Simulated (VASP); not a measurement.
Hf3SnS4:

```
Hf Sn S
1.0
     3.65000    0.00000    0.00000
    -1.82500    3.16099    0.00000
     0.00000    0.00000   15.40000
Hf Sn S
3 1 4
Direct
  0.66667 0.33333 0.00000
  0.33333 0.66667 0.37700
  0.33333 0.66667 0.62300
  0.00000 0.00000 0.50000
  0.00000 0.00000 0.90600
  0.33333 0.66667 0.09400
  0.66667 0.33333 0.28200
  0.66667 0.33333 0.71800
```

* Program: VASP 6.6.1
* Task: relaxation of cell and atoms
* Functional: PBE
* Potentials or basis: VASP PAW PBE potentials, release 64 (Hf_pv, Sn_d, S)
* Cutoff: 600 eV
* k mesh: 4 × 4 × 1
* Occupations: gaussian, width 0.15 eV
* Spin: no spin polarisation

At the start: pressure 3.1 GPa; volume 22.21 Å³/atom.

How do energy, volume and symmetry change on relaxing?

Over 19 steps the energy falls by 94.9 meV/atom and the volume is 23.83 Å³/atom (+7.3 %); space group P3m1 (No. 156, to 0.1 Å) before and after.

The path:
```csv
step,energy change (eV),largest force (eV/Å),pressure (GPa),volume (Å³)
1,0.0000,2.3052,3.09,177.68
2,-0.3839,0.6950,-1.76,188.92
3,-0.3845,0.6742,-1.61,188.43
4,-0.4110,0.4922,1.90,183.90
5,-0.4260,0.2982,0.53,185.57
6,-0.4545,0.2038,0.45,186.45
7,-0.5565,0.2694,0.29,189.02
8,-0.6229,1.1994,0.76,193.82
9,-0.6439,0.8393,0.49,192.11
10,-0.6569,0.8399,0.37,192.63
11,-0.6773,0.8429,0.02,194.15
12,-0.6782,0.8437,-0.07,194.58
13,-0.6892,0.7682,-0.14,194.45
14,-0.7168,0.5422,-0.34,194.05
15,-0.7481,0.1314,-0.73,193.26
16,-0.7519,0.1213,-0.91,192.87
17,-0.7585,0.1284,-0.10,191.01
18,-0.7587,0.1347,0.04,190.68
19,-0.7596,0.0745,0.02,190.62
```

Final structure:
```
CELL_PARAMETERS angstrom
3.57881 0.00000 0.00000
-1.78940 3.09934 0.00000
0.00000 0.00000 17.18503
ATOMIC_POSITIONS crystal
Hf 0.66667 0.33333 0.00046
Hf 0.33333 0.66667 0.36705
Hf 0.33333 0.66667 0.63247
Sn 0.00000 0.00000 0.49978
S 0.00000 0.00000 0.91447
S 0.33333 0.66667 0.08620
S 0.66667 0.33333 0.28555
S 0.66667 0.33333 0.71402
```

Caveat: the k points lie up to 0.51 Å⁻¹ apart in the final cell, too coarse for converged energies and pressures of a metal; this functional lacks dispersion, which binds the layers, so the pressure and a relaxed spacing across them are unreliable; the relaxation stopped at a loose force limit of 0.08 eV/Å, so its end isn't a converged minimum.
